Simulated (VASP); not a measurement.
NaI, 2 atoms in the cell. Symmetry: R-3m, No. 166, trigonal system. The conventional cell has a = 4.453 Å, b = 4.453 Å, c = 11.427 Å, α = 90.00°, β = 90.00°, γ = 120.00°. Within 4.2 Å of Na (site symmetry -3m) lie 6 I at 3.20 Å. Within 4.2 Å of I (site symmetry -3m) lie 6 Na at 3.20 Å.  This cell differs from its parent crystal: epitaxial 111 strain -2.5%.

| Quantity | Value |
| --- | --- |
| Program | VASP 6.6.1 |
| Task | single point |
| Functional | r2SCAN |
| Potentials or basis | VASP PAW PBE potentials, release 64 (Na_pv, I) |
| Cutoff | 520 eV |
| k mesh | 8 × 8 × 8 |
| Occupations | gaussian, width 0.01 eV |
| Spin | no spin polarisation |
| Dipole correction | no |
| Further INCAR settings | ALGO = Normal; EDIFF = 1e-07; NBANDS = 14 |

Potentials or basis: VASP PAW PBE potentials, release 64 (Na_pv, I).

The run is started by

```sh
$ cat potpaw_PBE.64/Na_pv/POTCAR potpaw_PBE.64/I/POTCAR > POTCAR
$ cp INCAR.step1 INCAR
$ mpirun -np 1 vasp_std > vasp.out
$ cp INCAR.step2 INCAR
$ mpirun -np 1 vasp_std > vasp.out
```

Hardware: 1 thread of Intel(R) Xeon(R) Platinum 8259CL CPU @ 2.50GHz (Skylake/Cascade Lake), on a shared host.

Problem. Estimate the wall time of this run.

Solution. Run time: 6 min on 1 thread of Intel(R) Xeon(R) Platinum 8259CL CPU @ 2.50GHz (Skylake/Cascade Lake) (shared host), peak memory 0.25 GiB. Counts: k points 65.
